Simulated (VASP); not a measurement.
Wanted: the native input for a VASP 6.6.1 run.

```yaml
Task: single point
Functional: PBE
Potentials_or_basis: VASP PAW PBE potentials, release 64 (Sb, Ga_d)
Cutoff: 520 eV
k_mesh: 10 × 10 × 10
Occupations: fermi-dirac, width 0.05 eV
Spin: no spin polarisation
Dipole_correction: no
Further_INCAR_settings: ALGO = Normal; EDIFF = 1e-06; NBANDS = 16
```

The structure of GaSb lies in POSCAR:

```
GaSb
1.0
   -1.4875107814      2.4117272966      2.6759048260
    1.4875107814     -2.4117272966      2.6759048260
    1.4875107814      2.4117272966     -2.6759048260
Sb Ga
1 1
Direct
    0.5000000000      0.5000000000      0.0000000000
    0.0000000000      0.0000000000      0.0000000000
```

One way to write it, as run:

INCAR

```
SYSTEM = GaSb
PREC = Accurate
ENCUT = 520
EDIFF = 1E-6
ISMEAR = -1
SIGMA = 0.05
LREAL = .False.
LASPH = .True.
NELM = 100
ALGO = Normal
ISIF = 2
LWAVE = .False.
LCHARG = .False.
GGA = PE
NBANDS = 16
```

KPOINTS

```
regular mesh
0
Gamma
  10 10 10
  0 0 0
```

Potentials or basis: VASP PAW PBE potentials, release 64 (Sb, Ga_d).

The run is started by

```bash
$ cat potpaw_PBE.64/Sb/POTCAR potpaw_PBE.64/Ga_d/POTCAR > POTCAR
$ mpirun -np 1 vasp_std > vasp.out
```

Results of the run:

```json
{
 "Pressure": "20.1 GPa",
 "Band gap on the k mesh": "zero (bands 9 and 10 overlap by 6.90 eV)"
}
```

Caveat: the cell stands under pressure; spin-orbit coupling is left out, which moves the levels of the heavy elements.

Run time: 45 s on 1 thread of Intel(R) Xeon(R) 6975P-C (Granite Rapids) (shared host), peak memory 0.25 GiB.
